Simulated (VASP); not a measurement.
Crystal: LaNbO.

```
CELL_PARAMETERS angstrom
3.13449 0.00000 0.00000
0.00000 3.13449 0.00000
0.00000 0.00000 6.16558
ATOMIC_POSITIONS crystal
La 0.00000 0.00000 0.91135
Nb 0.00000 0.00000 0.38198
O 0.50000 0.50000 0.67868
```

The cell was generated, and may not be a known phase.

```yaml
Program: VASP 6.6.1
Task: relaxation of cell and atoms
Functional: PBE
Potentials_or_basis: VASP PAW PBE potentials, release 64 (La, Nb_sv, O)
Cutoff: 600 eV
k_mesh: 6 × 6 × 4
Occupations: gaussian, width 0.1 eV
Spin: no spin polarisation
```

At the start: pressure -10.0 GPa; volume 20.19 Å³/atom.

**Question.** Where does the relaxation end?

**Answer.** Over 37 steps the energy falls by 266.9 meV/atom and the volume is 17.34 Å³/atom (-14.1 %); space group P4mm (No. 99, to 0.1 Å) before and after.

The path:
```csv
step,energy change (eV),largest force (eV/Å),pressure (GPa),volume (Å³)
1,0.0000,1.6688,-10.05,60.58
2,-0.1480,1.3228,11.86,50.13
3,-0.3072,0.4853,0.40,54.06
4,-0.3073,0.4662,0.73,53.94
5,-0.3203,0.2808,0.11,54.27
6,-0.3210,0.2813,-0.02,54.36
7,-0.3280,0.2687,-0.78,54.46
8,-0.3448,0.2805,-2.89,54.74
9,-0.3691,0.4442,-6.02,55.29
10,-0.4152,0.5198,-9.15,56.40
11,-0.1069,0.6525,-7.14,58.58
12,-0.4134,0.5027,-9.25,56.56
13,-0.4170,0.4757,-9.46,56.83
14,-0.4175,0.4754,-9.46,56.83
15,-0.4189,0.4744,-9.45,56.83
16,-0.4217,0.4724,-9.44,56.84
17,-0.4270,0.4664,-9.34,56.84
18,-0.4364,0.4282,-9.24,56.85
19,-0.4452,0.2514,-8.53,56.86
20,-0.4560,0.2429,-8.62,56.75
21,-0.4873,0.2146,-8.19,56.44
22,-0.5456,0.1497,-7.24,55.82
23,-0.6419,0.1351,-4.98,54.59
24,-0.7309,0.5755,1.08,52.16
25,-0.7481,0.5179,0.74,52.28
26,-0.7836,0.3280,-0.05,52.63
27,-0.7888,0.1004,-1.47,53.30
28,-0.7965,0.0969,-1.04,53.02
29,-0.7965,0.1123,-0.98,52.99
30,-0.7979,0.1053,-0.52,52.77
31,-0.7986,0.0956,0.07,52.48
32,-0.7986,0.0944,0.14,52.44
33,-0.7990,0.0839,0.10,52.42
34,-0.7995,0.0951,-0.04,52.37
35,-0.7999,0.0848,-0.05,52.33
36,-0.8006,0.0524,-0.08,52.23
37,-0.8006,0.0386,-0.10,52.03
```

Final structure:
```xyz
3
Lattice="2.9844 0.0000 0.0000 0.0000 2.9844 0.0000 0.0000 0.0000 5.8422" Properties=species:S:1:pos:R:3 pbc="T T T"
La    0.0000    0.0000    5.6358
Nb    0.0000    0.0000    2.5211
O     1.4922    1.4922    3.3639
```
